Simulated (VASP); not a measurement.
Wanted: the native input for a VASP 6.6.1 run.

| Item | Value |
| --- | --- |
| Task | single point |
| Functional | PBE |
| Potentials or basis | VASP PAW PBE potentials, release 64 (Cd, Se) |
| Cutoff | 520 eV |
| k mesh | 4 × 4 × 4 |
| Occupations | gaussian, width 0.1 eV |
| Spin | no spin polarisation |
| Dipole correction | no |
| Further INCAR settings | ALGO = Normal; EDIFF = 1e-06; NBANDS = 22 |

The structure of Cd2Se lies in POSCAR:

```
Cd2Se
1.0
    0.0000000000      3.4247306600      3.4247306600
    3.4247306600      0.0000000000      3.4247306600
    3.4247306600      3.4247306600      0.0000000000
Cd Se
2 1
Direct
    0.2500000000      0.2500000000      0.2500000000
    0.7500000000      0.7500000000      0.7500000000
    0.5000000000      0.5000000000      0.5000000000
```

One way to write it, as run:

INCAR

```
SYSTEM = Cd2Se
ALGO     = Normal         ! electronic algorithm
EDIFF    = 1E-6           ! SCF threshold, eV
ENCUT    = 520            ! plane-wave cutoff, eV
GGA      = PE             ! functional
ISIF     = 2              ! what is computed and relaxed
ISMEAR   = 0              ! smearing method
LASPH    = .TRUE.         ! aspherical terms in the spheres
LCHARG   = .FALSE.        ! write CHGCAR
LREAL    = .FALSE.        ! projectors in reciprocal space
LWAVE    = .FALSE.        ! write WAVECAR
NBANDS   = 22             ! bands
NELM     = 80             ! most SCF steps
PREC     = Accurate       ! precision mode
SIGMA    = 0.1            ! smearing width, eV
```

KPOINTS

```
k-points
0
G
  4 4 4
  0 0 0
```

Potentials or basis: VASP PAW PBE potentials, release 64 (Cd, Se).

The run is started by

```console
$ cat potpaw_PBE.64/Cd/POTCAR potpaw_PBE.64/Se/POTCAR > POTCAR
$ mpirun -np 1 vasp_std > vasp.out
```

Results of the run:

```
Pressure               : 1.0 GPa
Band gap on the k mesh : zero (band 15 reaches 3.43 eV, above the bottom of band 16 at 1.96 eV)
```

Caveat: the k points lie up to 0.40 Å⁻¹ apart.

Wall time 6.9 s on 1 thread of Intel(R) Xeon(R) 6975P-C (Granite Rapids), on a shared host, peak memory 0.2 GiB.
